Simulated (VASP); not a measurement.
A run of VASP 6.6.1:

INCAR

```
SYSTEM = SiW
PREC = Accurate ; ENCUT = 520
EDIFF = 1E-6 ; ISMEAR = -1
SIGMA = 0.05 ; LREAL = .False.
LASPH = .True. ; NELM = 80
ALGO = Normal ; ISIF = 2
LWAVE = .False. ; LCHARG = .False.
NBANDS = 16
```

Contents of KPOINTS:

```
Automatic mesh
0
Gamma
  13 13 13
  0 0 0
```

Contents of POSCAR:

```
SiW
1.0
    3.0130646200      0.0000000000      0.0000000000
    0.0000000000      3.0130646200      0.0000000000
    0.0000000000      0.0000000000      3.0130646200
W Si
1 1
Direct
    0.0000000000      0.0000000000      0.0000000000
    0.5000000000      0.5000000000      0.5000000000
```

Potentials or basis: VASP PAW LDA potentials, release 64 (W_sv, Si).

The run is started by

```sh
$ cat potpaw_LDA.64/W_sv/POTCAR potpaw_LDA.64/Si/POTCAR > POTCAR
$ mpirun -np 1 vasp_std > vasp.out
```

Hardware: 1 thread of AMD EPYC 7R13 (shared host).

How long does it take, and how much memory?

Wall time 42 s on 1 thread of AMD EPYC 7R13 (shared host), peak memory 0.12 GiB. Counts: scf iterations 12, k points 84.
